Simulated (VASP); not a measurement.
# CoO (R3m) in VASP: a series of runs

Runs on CoO. Level: PBE. Tasks: single point.

Everything below comes from runs of VASP 6.6.1. Logs are shortened: lines on timing, memory, paths and dates and some standing lists are left out, and cuts for length are marked.

### Step 1. The cell of the first run

It takes space group R3m (No. 160, trigonal). Conventional cell: a = 3.204 Å, b = 3.204 Å, c = 7.699 Å, α = 90.00°, β = 90.00°, γ = 120.00°. Within 2.5 Å of Co (site symmetry 3m) lie 4 O at 1.91 to 1.96 Å. O (site symmetry 3m) has 4 Co at 1.91 to 1.96 Å within 2.5 Å.

### Step 2. Single point, PBE, collinear spin, ferromagnetic start

The input, INCAR:

```
SYSTEM = CoO
ALGO = Normal ; EDIFF = 1E-6
ENCUT = 600 ; GGA = PE
GGA_COMPAT = .FALSE. ; ISIF = 2
ISMEAR = -1 ; ISPIN = 2
LASPH = .TRUE. ; LCHARG = .FALSE.
LMAXMIX = 4 ; LORBIT = 11
LREAL = .FALSE. ; LWAVE = .FALSE.
MAGMOM = 2 0 ; NBANDS = 22
NELM = 200 ; NUPDOWN = 2.0
PREC = Accurate ; SIGMA = 0.05
```

The input, KPOINTS:

```
k-points
0
G
  9 9 9
  0 0 0
```

The input, POSCAR:

```
CoO
1.0
    1.6022198417      0.9250420569      2.5664708903
   -1.6022198417      0.9250420569      2.5664708903
    0.0000000000     -1.8500841138      2.5664708903
Co O
1 1
Direct
    0.9989783200      0.9989783200      0.9989783200
    0.7510210300      0.7510210300      0.7510210300
```

Potentials or basis: VASP PAW PBE potentials, release 64 (Co_sv, O).

The run is started by

```
$ cat potpaw_PBE.64/Co_sv/POTCAR potpaw_PBE.64/O/POTCAR > POTCAR
$ mpirun -np 1 vasp_std > vasp.out
```

OUTCAR:

```text
SYSTEM = CoO
   EDIFF = 1E-6
   ENCUT = 600
   GGA = PE
   ISIF = 2
   ISMEAR = -1
   ISPIN = 2
   LASPH = .TRUE.
   LORBIT = 11
   LREAL = .FALSE.
   NELM = 200
   NUPDOWN = 2.0
   PREC = Accurate

 ion  position               nearest neighbor table
   1  0.999  0.999  0.999-   2 1.91   2 1.96   2 1.96   2 1.96
   2  0.751  0.751  0.751-   1 1.91   1 1.96   1 1.96   1 1.96

  LATTYP: Found a trigonal (rhomboedric) cell.
 ALAT       =     3.1637926700
 COS(alpha) =     0.4870699110

  Lattice vectors:

 A1 = (   1.6022198417,   0.9250420569,   2.5664708903)
 A2 = (  -1.6022198417,   0.9250420569,   2.5664708903)
 A3 = (   0.0000000000,  -1.8500841138,   2.5664708903)

Analysis of symmetry for initial positions (statically):
=====================================================================
 Subroutine PRICEL returns:
 Original cell was already a primitive cell.

 Routine SETGRP: Setting up the symmetry group for a
 trigonal (rhombohedral) supercell.

 Subroutine GETGRP returns: Found  6 space group operations
 (whereof  6 operations were pure point group operations)
 out of a pool of 12 trial point group operations.

The static configuration has the point symmetry C_3v.

Analysis of symmetry for dynamics (positions and initial velocities):
=====================================================================
 Subroutine PRICEL returns:
 Original cell was already a primitive cell.

 Routine SETGRP: Setting up the symmetry group for a
 trigonal (rhombohedral) supercell.

 Subroutine GETGRP returns: Found  6 space group operations
 (whereof  6 operations were pure point group operations)
 out of a pool of 12 trial point group operations.

The dynamic configuration has the point symmetry C_3v.

Analysis of structural, dynamic, and magnetic symmetry:
=====================================================================
 Subroutine PRICEL returns:
 Original cell was already a primitive cell.

 Routine SETGRP: Setting up the symmetry group for a
 trigonal (rhombohedral) supercell.

 Subroutine GETGRP returns: Found  6 space group operations
 (whereof  6 operations were pure point group operations)
 out of a pool of 12 trial point group operations.

The overall configuration has the point symmetry C_3v.

 Subroutine INISYM returns: Found  6 space group operations
 (whereof  6 operations are pure point group operations),
 and found     1 'primitive' translations

----------------------------------------------------------------------------------------

                                     Primitive cell

  volume of cell :      22.8229

  direct lattice vectors                    reciprocal lattice vectors
     1.602219842  0.925042057  2.566470890     0.312067038  0.180171988  0.129880037
    -1.602219842  0.925042057  2.566470890    -0.312067038  0.180171988  0.129880037
     0.000000000 -1.850084114  2.566470890     0.000000000 -0.360343977  0.129880037

  length of vectors
     3.163792670  3.163792670  3.163792670     0.383036037  0.383036037  0.383036037

  position of ions in fractional coordinates (direct lattice)
     0.998978320  0.998978320  0.998978320
     0.751021030  0.751021030  0.751021030

  ion indices of the primitive-cell ions
   primitive index   ion index
                 1           1
                 2           2

----------------------------------------------------------------------------------------

 KPOINTS: k-points

Automatic generation of k-mesh.
 Grid dimensions read from file:
 generate k-points for:    9    9    9

 Generating k-lattice:

  Cartesian coordinates                     Fractional coordinates (reciprocal lattice)
     0.034674115  0.020019110  0.014431115     0.111111111  0.000000000  0.000000000
    -0.034674115  0.020019110  0.014431115     0.000000000  0.111111111  0.000000000
     0.000000000 -0.040038220  0.014431115     0.000000000  0.000000000  0.111111111

  Length of vectors
     0.042559560  0.042559560  0.042559560

  Shift w.r.t. Gamma in fractional coordinates (k-lattice)
     0.000000000  0.000000000  0.000000000

 Subroutine IBZKPT returns following result:
 ===========================================

 Found     85 irreducible k-points:

 Following reciprocal coordinates:
            Coordinates               Weight
  0.000000  0.000000  0.000000      1.000000
  0.111111  0.000000 -0.000000      6.000000
  0.222222 -0.000000 -0.000000      6.000000
  0.333333  0.000000  0.000000      6.000000
  0.444444 -0.000000 -0.000000      6.000000
  0.111111  0.111111 -0.000000      6.000000
[... 16 lines left out ...]
 -0.333333  0.333333  0.000000      6.000000
  0.444444  0.444444 -0.000000      6.000000
 [... further k-points ...]
   k-points           NKPTS =     85   k-points in BZ     NKDIM =     85   number of bands    NBANDS=     22
   number of dos      NEDOS =    301   number of ions     NIONS =      2
   total plane-waves  NPLWV =  21952
   dimension x,y,z NGX =    28 NGY =   28 NGZ =   28
   dimension x,y,z NGXF=    56 NGYF=   56 NGZF=   56
   ions per type =               1   1
   NGX,Y,Z   is equivalent  to a cutoff of  14.71, 14.71, 14.71 a.u.
   NGXF,Y,Z  is equivalent  to a cutoff of  29.43, 29.43, 29.43 a.u.
 SYSTEM =  CoO
   PREC   = accura    normal or accurate (medium, high low for compatibility)
   ISTART =      0    job   : 0-new  1-cont  2-samecut
   ICHARG =      2    charge: 1-file 2-atom 10-const
   ISPIN  =      2    spin polarized calculation?
   LNONCOLLINEAR =      F non collinear calculations
   LSORBIT =      F    spin-orbit coupling
   LASPH  =      T    aspherical Exc in radial PAW
   ENCUT  =  600.0 eV  44.10 Ry    6.64 a.u.   6.32  6.32  6.32*2*pi/ulx,y,z
   NELM   =    200;   NELMIN=  2; NELMDL= -5     # of ELM steps
   EDIFF  = 0.1E-05   stopping-criterion for ELM
   LREAL  =      F    real-space projection
   EDIFFG = 0.1E-04   stopping-criterion for IOM
   NSW    =      0    number of steps for IOM
   IBRION =     -1    ionic relax: 0-MD 1-quasi-New 2-CG
   NFREE  =      0    steps in history (QN), initial steepest desc. (CG)
   ISIF   =      2    stress and relaxation
   ISYM   =      2    0-nonsym 1-usesym 2-fastsym
   POTIM  = 0.5000    time-step for ionic-motion
   TEBEG  =    0.0;   TEEND  =   0.0 temperature during run
   PSTRESS=    0.0 pullay stress
   NELECT =      23.0000    total number of electrons
   NUPDOWN=       2.0000    fix difference up-down
   EMIN   =  10.00;   EMAX   =-10.00  energy-range for DOS
   EFERMI =   0.00;   METHOD = LEGACY
   ISMEAR =    -1;   SIGMA  =   0.05  broadening in eV -4-tet -1-fermi 0-gaus
   EFERMI_NEDOS =   21; number of points for ismear=-14 and -15
   IALGO  =     38    algorithm
   IMIX   =      4    mixing-type and parameters
     AMIX     =   0.40;   BMIX     =  1.00
     AMIX_MAG =   1.60;   BMIX_MAG =  1.00
  volume/ion in A,a.u.               =      11.41        77.01
  Fermi-wavevector in a.u.,A,eV,Ry     =   1.641322  3.101648 36.653238  2.693937
  Thomas-Fermi vector in A             =   2.731812
   LORBIT       =     11    0 simple, 1 ext, 2 COOP (PROOUT), +10 PAW based schemes
   GGA     = PE    functional components
   LHFCALC =     F    Hartree Fock is set to
   AEXX    =    0.0000 exact exchange contribution
   IVDW    =     0    specifies the selected vdW correction
   LEPSILON=     F    determine dielectric tensor
   LRPA    =     F    only Hartree local field effects (RPA)
 spin polarized calculation
  energy-cutoff  :      600.00
  volume of cell :       22.82
 maximum number of plane-waves:       775
 NGX is ok and might be reduce to    28
   NGX = 13   NGY = 13   NGZ = 13

 number of electron      23.0000013 magnetization       2.0000002

 Free energy of the ion-electron system (eV)
  ---------------------------------------------------
  ext. energy  EPLUGINS =         0.00000000
  ---------------------------------------------------
  free energy    TOTEN  =       -13.38998346 eV

  energy without entropy =      -13.37282241  energy(sigma->0) =      -13.38140294

 E-fermi :   6.9277     XC(G=0): -11.4791

 val. band max:        6.9000261610   @ k =  -0.3333   0.2222  -0.0000
 cond. band min:       6.6500843067   @ k =   0.4444  -0.0000  -0.0000
 fundamental gap:     -0.2499418544
 Fermi energy:         6.6482143980

 spin component 1

 k-point     1 :       0.0000    0.0000    0.0000
  band No.  band energies     occupation
      1     -89.2864      1.00000
      2     -52.5686      1.00000
      3     -52.5429      1.00000
      4     -52.5429      1.00000
      5     -13.2750      1.00000
      6       0.7279      1.00000
[... 14 lines left out ...]
     21      27.4864      0.00000
     22      29.6184      0.00000

 k-point     2 :       0.1111    0.0000   -0.0000
  band No.  band energies     occupation
      1     -89.2863      1.00000
      2     -52.5693      1.00000
      3     -52.5461      1.00000
      4     -52.5437      1.00000
      5     -13.2059      1.00000
      6       0.5813      1.00000
[... 542 lines left out ...]
 k-point    24 :       0.4444    0.4444   -0.0000
  band No.  band energies     occupation
      1     -89.2844      1.00000
      2     -52.5840      1.00000
      3     -52.5567      1.00000
      4     -52.5525      1.00000
      5     -12.4939      1.00000
      6      -0.2791      1.00000
[... 14 lines left out ...]
     21      35.1675      0.00000
     22      35.2631      0.00000

 [... further k-points ...]

 spin component 2

 k-point     1 :       0.0000    0.0000    0.0000
  band No.  band energies     occupation
      1     -87.1260      1.00000
      2     -50.4917      1.00000
      3     -50.4216      1.00000
      4     -50.4216      1.00000
      5     -12.9974      1.00000
      6       1.5285      1.00000
[... 14 lines left out ...]
     21      27.7963      0.00000
     22      29.8808      0.00000

 k-point     2 :       0.1111    0.0000   -0.0000
  band No.  band energies     occupation
      1     -87.1258      1.00000
      2     -50.4925      1.00000
      3     -50.4250      1.00000
      4     -50.4224      1.00000
      5     -12.9263      1.00000
      6       1.3365      1.00000
[... 542 lines left out ...]
 k-point    24 :       0.4444    0.4444   -0.0000
  band No.  band energies     occupation
      1     -87.1237      1.00000
      2     -50.5080      1.00000
      3     -50.4384      1.00000
      4     -50.4322      1.00000
      5     -12.1894      1.00000
      6       0.0669      1.00000
[... 14 lines left out ...]
     21      35.5319      0.00000
     22      35.6273      0.00000

 [... further k-points ...]
[... 5 lines left out ...]
  --------------------------------------------------------------------------------------
  -------------------------------------------------------------------------------------
  Total       -1.4563419     -1.4563419     -0.8949213      0.0000000      0.0000000      0.0000000
  in kB     -102.2357447   -102.2357447    -62.8238087      0.0000000      0.0000000      0.0000000
  external PRESSURE =     -89.0984327 kB  Pullay stress =       0.0000000 kB

 VOLUME and BASIS-vectors are now :
 -----------------------------------------------------------------------------
  energy-cutoff  :      600.00
  volume of cell :       22.82
      direct lattice vectors                 reciprocal lattice vectors
     1.602219842  0.925042057  2.566470890     0.312067038  0.180171988  0.129880037
    -1.602219842  0.925042057  2.566470890    -0.312067038  0.180171988  0.129880037
     0.000000000 -1.850084114  2.566470890     0.000000000 -0.360343977  0.129880037

 POSITION                                       TOTAL-FORCE (eV/Angst)
 -----------------------------------------------------------------------------------
      0.00000      0.00000      7.69155         0.000000      0.000000      0.226761
      0.00000      0.00000      5.78242         0.000000      0.000000     -0.226761
 -----------------------------------------------------------------------------------
    total drift:                               -0.000000      0.000000      0.000949

  FREE ENERGIE OF THE ION-ELECTRON SYSTEM (eV)
  ---------------------------------------------------
  free  energy   TOTEN  =       -13.3899834599 eV

  energy  without entropy=      -13.3728224124  energy(sigma->0) =      -13.38140294

 total charge

# of ion       s       p       d       tot
------------------------------------------
    1        2.163   6.084   6.711  14.958
    2        1.551   3.417   0.000   4.968
--------------------------------------------------
tot          3.714   9.501   6.711  19.926

 magnetization (x)

# of ion       s       p       d       tot
------------------------------------------
    1        0.008   0.015   1.739   1.762
    2        0.016   0.136   0.000   0.152
--------------------------------------------------
tot          0.024   0.151   1.739   1.913
```

It took 98 s on 1 thread of Intel Xeon Platinum 8375C at 2.90GHz (Ice Lake), shared host; peak memory 0.22 GiB.

What came out:

```
Free energy                                           : -13.3900 eV
Pressure                                              : -8.9 GPa
Largest force                                         : 0.227 eV/Å
Net moment                                            : 2.00 μB per cell
Site moments                                          : Co +1.76; O +0.15 μB
Valence electrons inside the program's atomic spheres : Co 14.96; O 4.97
```

Forces on the atoms (eV/Å):
```
Co   0.000  0.000  0.227
O    0.000  0.000 -0.227
```

Caveat: the total moment is fixed, so each spin has its own Fermi level; a cell with one magnetic atom can't hold antiferromagnetic order, which such compounds often take.

### Step 3. Single point, PBE, collinear spin, ferromagnetic start

The input, INCAR:

```
PREC     = Accurate       # precision mode
ENCUT    = 520            # plane-wave cutoff, eV
EDIFF    = 1E-7           # SCF threshold, eV
ISMEAR   = -1             # smearing method
SIGMA    = 0.05           # smearing width, eV
LREAL    = F              # projectors in reciprocal space
LASPH    = T              # aspherical terms in the spheres
NELM     = 150            # most SCF steps
ALGO     = Normal         # electronic algorithm
ISIF     = 2              # what is computed and relaxed
LWAVE    = F              # write WAVECAR
LCHARG   = F              # write CHGCAR
ISPIN    = 2              # spin polarisation
MAGMOM   = 3.5 0          # initial moments
LORBIT   = 11             # projections on sites
LMAXMIX  = 4              # l up to which the mixer works
GGA      = PE             # functional
NBANDS   = 18             # bands
```

The input, KPOINTS:

```
regular mesh
0
Gamma
  10 10 10
```

POSCAR is that of step 2.

Potentials or basis: VASP PAW PBE potentials, release 64 (Co, O).

The run is started by

```
$ cat potpaw_PBE.64/Co/POTCAR potpaw_PBE.64/O/POTCAR > POTCAR
$ mpirun -np 1 vasp_std > vasp.out
```

Wall time 62 s (1 thread of Intel Xeon Platinum 8259CL at 2.50GHz (Skylake/Cascade Lake), shared host); peak memory 0.2 GiB.

Results (log left out):

| Item | Value |
| --- | --- |
| Free energy | -13.3693 eV |
| Pressure | -0.3 GPa |
| Largest force | 0.263 eV/Å |
| Net moment | 2.74 μB per cell |
| Site moments | Co +2.36; O +0.29 μB |
| Valence electrons inside the program's atomic spheres | Co 8.01; O 4.99 |

Forces on the atoms (eV/Å):
```
Co   0.000  0.000  0.263
O    0.000  0.000 -0.263
```

Stress tensor (GPa, compression positive):
```
-2.10  0.00  0.00
 0.00 -2.10  0.00
 0.00  0.00  3.28
```

Levels at points of the mesh, in eV from the Fermi level:
Spin up:
```tsv
k point	band 7	band 8	band 9	band 10	band 11	band 12
(0.00, 0.00, 0.00)	0.17	0.28	0.28	0.44	14.06	14.06
(0.50, 0.00, 0.00)	-2.12	-0.50	-0.45	5.77	6.96	13.58
(0.50, 0.50, 0.00)	-1.80	-1.66	-1.49	5.23	9.98	11.17
(0.50, 0.50, 0.50)	-2.16	-0.61	-0.61	5.74	7.28	13.48
```
Spin down:
```tsv
k point	band 2	band 3	band 4	band 5	band 6	band 7	band 8	band 9	band 10	band 11
(0.00, 0.00, 0.00)	-5.00	-4.92	-4.92	-0.53	-0.53	0.69	2.62	2.62	2.71	14.51
(0.50, 0.00, 0.00)	-6.47	-4.76	-4.73	-0.31	-0.29	0.31	1.77	1.80	6.24	7.71
(0.50, 0.50, 0.00)	-6.53	-4.48	-4.44	-0.76	-0.15	0.02	0.95	1.01	6.24	10.67
(0.50, 0.50, 0.50)	-6.44	-4.68	-4.68	-0.27	-0.27	0.14	1.65	1.65	6.19	8.06
```

Caveat: a cell with one magnetic atom can't hold antiferromagnetic order, which such compounds often take; semilocal functionals often make such compounds metallic where correlation or magnetic order opens a gap, which also shifts bond lengths.

### Step 4. Single point, PBE, collinear spin, ferromagnetic start

The input, INCAR:

```
SYSTEM = CoO
  PREC = Accurate
  ENCUT = 600
  EDIFF = 1E-6
  ISMEAR = 0
  SIGMA = 0.011
  LREAL = .FALSE.
  LASPH = .TRUE.
  NELM = 200
  ALGO = Normal
  ISIF = 2
  LWAVE = .FALSE.
  LCHARG = .FALSE.
  ISPIN = 2
  MAGMOM = 2 0
  LORBIT = 11
  LMAXMIX = 4
  GGA = PE
  NBANDS = 22
  GGA_COMPAT = .FALSE.
```

The input, KPOINTS:

```
regular mesh
0
G
  10 10 10
  0 0 0
```

POSCAR is that of step 3.

Potentials or basis: VASP PAW PBE potentials, release 64 (Co_sv, O).

The run is started by

```
$ cat potpaw_PBE.64/Co_sv/POTCAR potpaw_PBE.64/O/POTCAR > POTCAR
$ mpirun -np 1 vasp_std > vasp.out
```

Run time: 80 s. Hardware: 1 thread of Intel Xeon 6975P-C (Granite Rapids), shared host; peak memory 0.24 GiB.

The run converged. Its results:

| Property | Result |
| --- | --- |
| Free energy | -13.4413 eV |
| Pressure | -1.9 GPa |
| Largest force | 0.279 eV/Å |
| Net moment | 2.77 μB per cell |
| Site moments | Co +2.32; O +0.29 μB |
| Valence electrons inside the program's atomic spheres | Co 14.94; O 4.99 |

Forces on the atoms (eV/Å):
```
Co   0.000  0.000  0.279
O    0.000  0.000 -0.279
```

Stress tensor (GPa, compression positive):
```
-3.75  0.00  0.00
 0.00 -3.75  0.00
 0.00  0.00  1.67
```

Levels at points of the mesh, in eV from the Fermi level:
Spin up:
```csv
k point,band 11,band 12,band 13,band 14,band 15,band 16
"(0.00, 0.00, 0.00)",0.10,0.26,0.26,0.41,13.97,13.97
"(0.50, 0.00, 0.00)",-2.13,-0.52,-0.48,5.69,6.89,13.50
"(0.50, 0.50, 0.00)",-1.82,-1.69,-1.50,5.16,9.91,11.10
"(0.50, 0.50, 0.50)",-2.17,-0.64,-0.64,5.66,7.21,13.40
```
Spin down:
| k point | band 8 | band 9 | band 10 | band 11 | band 12 | band 13 |
| --- | --- | --- | --- | --- | --- | --- |
| (0.00, 0.00, 0.00) | -4.96 | -0.53 | -0.53 | 0.62 | 2.64 | 2.64 |
| (0.50, 0.00, 0.00) | -4.78 | -0.31 | -0.28 | 0.32 | 1.79 | 1.82 |
| (0.50, 0.50, 0.00) | -4.49 | -0.77 | -0.15 | 0.01 | 0.97 | 1.04 |
| (0.50, 0.50, 0.50) | -4.73 | -0.27 | -0.27 | 0.16 | 1.66 | 1.66 |

Caveat: a cell with one magnetic atom can't hold antiferromagnetic order, which such compounds often take; semilocal functionals often make such compounds metallic where correlation or magnetic order opens a gap, which also shifts bond lengths. With open d or f shells a metallic result of PBE can be an artefact of self-interaction; +U or a hybrid may open a gap.

### Step 5. The runs side by side

```tsv
potentials or basis	fixed moment (μB)	k mesh	cutoff (eV)	smearing	second run	gap on the mesh (eV)	pressure (GPa)	moment (μB)	largest force (eV/Å)
VASP PAW PBE potentials, release 64 (Co_sv, O)	2.0	9 × 9 × 9	600	fermi-dirac 0.05 eV	valence_matched	-	-8.9	2.00	0.23
VASP PAW PBE potentials, release 64 (Co, O)	-	10 × 10 × 10	520	fermi-dirac 0.05 eV	-	none	-0.3	2.74	0.26
VASP PAW PBE potentials, release 64 (Co_sv, O)	-	10 × 10 × 10	600	gaussian 0.011 eV	valence_matched	none	-1.9	2.77	0.28
```

Alike in all rows: task single point; level PBE; spin collinear, ferromagnetic start; cell as given.

Caveats: a cell with one magnetic atom can't hold antiferromagnetic order, which such compounds often take; semilocal functionals often make such compounds metallic where correlation or magnetic order opens a gap, which also shifts bond lengths (some runs); the total moment is fixed, so each spin has its own Fermi level (some runs).

Absolute energies hang on the potentials; compare differences alone.
